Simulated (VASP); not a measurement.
Here is a VASP 6.6.1 calculation.

INCAR

```
PREC = Accurate ; ENCUT = 520
EDIFF = 1E-7 ; ISMEAR = 0
SIGMA = 0.1 ; LREAL = False
LASPH = True ; NELM = 60
ALGO = Normal ; ISIF = 2
LWAVE = False ; LCHARG = True
LDIPOL = True ; IDIPOL = 3
DIPOL = 0.5 0.5 0.295 ; GGA = PE
LELF = True ; LVHAR = True
LVACPOTAV = True ; NBANDS = 36
```

The input KPOINTS:

```
Automatic mesh
0
Gamma
  5 5 1
```

The input POSCAR:

```
Al6N
1.0
    5.7143028096      0.0000000000      0.0000000000
    0.0000000000      5.7143028096      0.0000000000
    0.0000000000      0.0000000000     22.1750227687
Al N
12 2
Direct
    0.2500000000      0.2500000000      0.1803831293
    0.2500000000      0.7500000000      0.1803831293
    0.7500000000      0.2500000000      0.1803831293
    0.7500000000      0.7500000000      0.1803831293
    0.0000000000      0.0000000000      0.2744094920
    0.0000000000      0.5000000000      0.2744094920
    0.5000000000      0.0000000000      0.2744094920
    0.5000000000      0.5000000000      0.2744094920
    0.2500000000      0.2500000000      0.3686590473
    0.2500000000      0.7500000000      0.3686590473
    0.7500000000      0.2500000000      0.3686590473
    0.7500000000      0.7500000000      0.3686590473
    0.2375007853      0.5000000000      0.4191663236
    0.7624992147      0.5000000000      0.4191663236
```

Potentials or basis: VASP PAW PBE potentials, release 64 (Al, N).

Run with:

```bash
$ cat potpaw_PBE.64/Al/POTCAR potpaw_PBE.64/N/POTCAR > POTCAR
$ mpirun -np 1 vasp_std > vasp.out
```

Predict the largest force.

0.435 eV/Å.

Predict the band gap on the k mesh.

zero (bands 23 and 24 overlap by 0.55 eV).

Forces in eV/Å, atoms in the order of the input:
```
Al  -0.002 -0.051  0.004
Al  -0.002  0.051  0.004
Al   0.002 -0.051  0.004
Al   0.002  0.051  0.004
Al   0.000  0.000  0.207
Al   0.000  0.000 -0.352
Al   0.000  0.000  0.187
Al   0.000  0.000 -0.325
Al   0.042 -0.389  0.190
Al   0.042  0.389  0.190
Al  -0.042 -0.389  0.190
Al  -0.042  0.389  0.190
N   -0.089  0.000 -0.247
N    0.089  0.000 -0.247
```
